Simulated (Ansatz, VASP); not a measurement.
**SiC in VASP and in Ansatz**

```xyz
4
Lattice="3.1356 0.0000 0.0000 -1.5678 2.7155 0.0000 0.0000 0.0000 5.1465" Properties=species:S:1:pos:R:3 pbc="T T T"
Si    0.0000    1.8103    0.0235
Si    1.5678    0.9052    2.5968
C     0.0000    1.8103    1.9579
C     1.5678    0.9052    4.5311
```

Alike in both runs: functional LDA; k mesh 12 × 12 × 6; occupations gaussian, width 0.05 eV; no spin polarisation.

Ansatz relaxed the structure, and its values are those at the end. VASP's run is a single point on that final structure, the one shown.

```csv
,VASP,Ansatz
version,VASP 6.6.1,Ansatz 0.2.0
potentials or method,"VASP PAW LDA potentials, release 64 (Si, C), cutoff 520 eV","scalar-relativistic, plane waves, PAW"
valence electrons in the cell,16,16
```

Ansatz gave:

```
gap on the k mesh at the Fermi level (eV) : 2.26
least direct gap on the mesh (eV)         : 3.77
pressure (GPa)                            : -15.3
rms of the force components (eV/Å)        : 0.005
```

Question: Estimate VASP's values.

Answer: gap on the k mesh at the Fermi level (eV): 2.25; least direct gap on the mesh (eV): 3.76; pressure (GPa): -14.9; rms of the force components (eV/Å): 0.005.

Ansatz warns that its potentials were made for another functional, while VASP's fit it. LDA's correlation is that of Perdew and Zunger in VASP and of Perdew and Wang (1992) in Ansatz. Ansatz's warnings: stress scf threshold loose.
